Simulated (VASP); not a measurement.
Wanted: the native input for a VASP 6.6.1 run.

```yaml
Task: single point
Functional: PBE-based screened hybrid with 50 % exact exchange
Potentials_or_basis: VASP PAW PBE potentials, release 64 (Zn, O)
Cutoff: 520 eV
k_mesh: 4 × 4 × 4
Occupations: gaussian, width 0.01 eV
Spin: no spin polarisation
Dipole_correction: no
Grid_for_exact_exchange_PRECFOCK: Normal
Share_of_exact_exchange: 0.5
Further_INCAR_settings: ALGO = Normal; EDIFF = 1e-06; NBANDS = 16
Screening_parameter: 0.5 1/Å
```

Crystal: ZnO.

```
Zn O
1.0
     0.00000    2.13377    2.13377
     2.13377    0.00000    2.13377
     2.13377    2.13377    0.00000
Zn O
1 1
Cartesian
  0.0000 0.0000 0.0000
  2.1338 2.1338 2.1338
```

One way to write it, as run:

POSCAR

```
ZnO
1.0
    0.0000000000      2.1337703831      2.1337703831
    2.1337703831      0.0000000000      2.1337703831
    2.1337703831      2.1337703831      0.0000000000
Zn O
1 1
Direct
    0.0000000000      0.0000000000      0.0000000000
    0.5000000000      0.5000000000      0.5000000000
```

INCAR.step1

```
PREC = Accurate
ENCUT = 520
EDIFF = 1E-5
ISMEAR = 0
SIGMA = 0.01
LREAL = False
LASPH = True
NELM = 60
ALGO = Normal
ISIF = 2
LWAVE = True
LCHARG = False
GGA = PE
NBANDS = 16
```

INCAR.step2

```
PREC = Accurate
ENCUT = 520
EDIFF = 1E-6
ISMEAR = 0
SIGMA = 0.01
LREAL = False
LASPH = True
NELM = 60
ALGO = Normal
ISIF = 2
LWAVE = False
LCHARG = False
GGA = PE
LHFCALC = True
AEXX = 0.5
HFSCREEN = 0.5
PRECFOCK = Normal
ISTART = 1
NBANDS = 16
```

KPOINTS

```
Automatic mesh
0
Gamma
  4 4 4
```

Potentials or basis: VASP PAW PBE potentials, release 64 (Zn, O).

Run with:

```sh
$ cat potpaw_PBE.64/Zn/POTCAR potpaw_PBE.64/O/POTCAR > POTCAR
$ cp INCAR.step1 INCAR
$ mpirun -np 1 vasp_std > vasp.out
$ cp INCAR.step2 INCAR
$ mpirun -np 1 vasp_std > vasp.out
```

It gave:

The pressure is -1.1 GPa and the band gap on the k mesh is 3.29 eV (least direct gap 4.38 eV).

Caveat: the k points lie up to 0.64 Å⁻¹ apart; the PAW data sets were made with another functional, which shifts forces and pressure a little.

It took 3.9 min on 1 thread of AMD EPYC 7R43 64-Core Processor (Zen 3), with other jobs on the host, peak memory 0.21 GiB.
